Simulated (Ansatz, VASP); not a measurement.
**Mg2BeSeO2 in VASP and in Ansatz**

```xyz
6
Lattice="3.5050 0.0000 0.0000 0.0000 3.5050 0.0000 0.0000 0.0000 5.8742" Properties=species:S:1:pos:R:3 pbc="T T T"
Mg    0.0000    0.0000    4.5514
Mg    0.0000    0.0000    1.3229
Be    1.7525    1.7525    0.0000
Se    1.7525    1.7525    2.9371
O     0.0000    1.7525    0.0000
O     1.7525    0.0000    0.0000
```

Alike in both runs: task relaxation of cell and atoms; functional PBE; k mesh 10 × 10 × 6; occupations gaussian, width 0.1 eV; no spin polarisation.

|  | VASP | Ansatz |
| --- | --- | --- |
| version | VASP 6.6.1 | Ansatz 0.2.0 |
| potentials or method | VASP PAW PBE potentials, release 64 (Mg, Be, Se, O), cutoff 600 eV | scalar-relativistic, plane waves, PAW |
| valence electrons in the cell | 24 | 50 |

|  | VASP | Ansatz | Ansatz less VASP |
| --- | --- | --- | --- |
| gap on the k mesh at the Fermi level, each at its own relaxed structure (eV) | none | none | - |
| relaxed volume (Å³/atom) | 12.00 | 12.05 | +0.047 |
| relaxed length of the cell vector where the two differ most in proportion (Å) | 5.869 | 5.880 | +0.0111 |

A gap of «none» marks a metal or a gap that the smearing closes. VASP's potentials hold 24 valence electrons a cell and Ansatz's 50, so a difference there can come from the potentials and not from the codes.
